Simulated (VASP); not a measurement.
KBaLaWO6: single point with PBE

Crystal: KBaLaWO6.

```
Ba K La O W
1.0
     0.00000    4.32346    4.32346
     4.32346    0.00000    4.32346
     4.32346    4.32346    0.00000
Ba K La O W
1 1 1 6 1
Direct
  0.25000 0.25000 0.25000
  0.75000 0.75000 0.75000
  0.00000 0.00000 0.00000
  0.72443 0.27557 0.27557
  0.27557 0.72443 0.72443
  0.27557 0.72443 0.27557
  0.72443 0.27557 0.72443
  0.27557 0.27557 0.72443
  0.72443 0.72443 0.27557
  0.50000 0.50000 0.50000
```

| Quantity | Value |
| --- | --- |
| Program | VASP 6.6.1 |
| Task | single point |
| Functional | PBE |
| Potentials or basis | VASP PAW PBE potentials, release 64 (Ba_sv, K_sv, La, O, W_sv) |
| Cutoff | 520 eV |
| k mesh | 6 × 6 × 6 |
| Occupations | gaussian, width 0.02 eV |
| Spin | no spin polarisation |

| Property | Result |
| --- | --- |
| Pressure | 0.7 GPa |
| Largest force | 0.169 eV/Å |
| Band gap on the k mesh | 2.55 eV, indirect (least direct gap 2.59 eV) |

Forces on the atoms (eV/Å):
```
Ba   0.000  0.000  0.000
K    0.000  0.000  0.000
La   0.000  0.000  0.000
O   -0.169  0.000  0.000
O    0.169  0.000  0.000
O    0.000 -0.169  0.000
O    0.000  0.169  0.000
O    0.000  0.000 -0.169
O    0.000  0.000  0.169
W    0.000  0.000  0.000
```

Levels at points of the mesh, in eV from the valence-band top:
```tsv
k point	band 38	band 39	band 40	band 41	band 42	band 43
(0.00, 0.00, 0.00)	0.00	0.00	0.00	2.70	2.70	2.70
(0.50, 0.00, 0.00)	-0.36	-0.36	-0.29	3.44	3.46	3.46
(0.50, 0.50, 0.00)	-0.51	-0.51	-0.04	2.55	3.98	3.98
```

It took 100 s on 1 thread of Intel(R) Xeon(R) 6975P-C (Granite Rapids) (shared host), peak memory 0.43 GiB.

Caveat: spin-orbit coupling is left out, which moves the levels of the heavy elements. A k mesh can miss the band edges.
